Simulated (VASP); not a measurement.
Runs of VASP 6.6.1 on TiH. The structure is that of space group Fm-3m (No. 225), or close to it. The cells are those of the table. 

```csv
task,cell,cutoff (eV),gap on the mesh (eV),pressure (GPa)
single point,"a = 2.801 Å, angles 60.0°, 2 atoms",520,none,20.2
relaxation of cell and atoms,"relaxed to 40 GPa from a = 2.955 Å, angles 60.0°, 2 atoms",600,none,40.3
single point,"a = 2.899 Å, angles 60.0°, 2 atoms",520,none,(a)
relaxation of cell and atoms,"relaxed to 60 GPa from a = 2.955 Å, angles 60.0°, 2 atoms",600,none,60.0
single point,"a = 2.729 Å, angles 60.0°, 2 atoms",520,none,40.1
single point,"a = 2.673 Å, angles 60.0°, 2 atoms",520,none,60.0
relaxation of cell and atoms,"relaxed to 20 GPa from a = 2.955 Å, angles 60.0°, 2 atoms",600,none,20.2
relaxation of cell and atoms,"relaxed from a = 2.955 Å, angles 60.0°, 2 atoms",600,none,0.0
```

Alike in all rows: level LDA; potentials or basis VASP PAW LDA potentials, release 64 (Ti_sv, H); no spin polarisation; k mesh 7 × 7 × 7; smearing methfessel-paxton 0.05 eV.

Problem. Estimate the missing entries.

Solution. (a) -0.1.

Caveats: all runs use coarse meshes; the cell is relaxed towards a set pressure, so the enthalpy falls and the energy may rise (some runs).

A gap of «none» marks levels without a gap at the run's occupations.
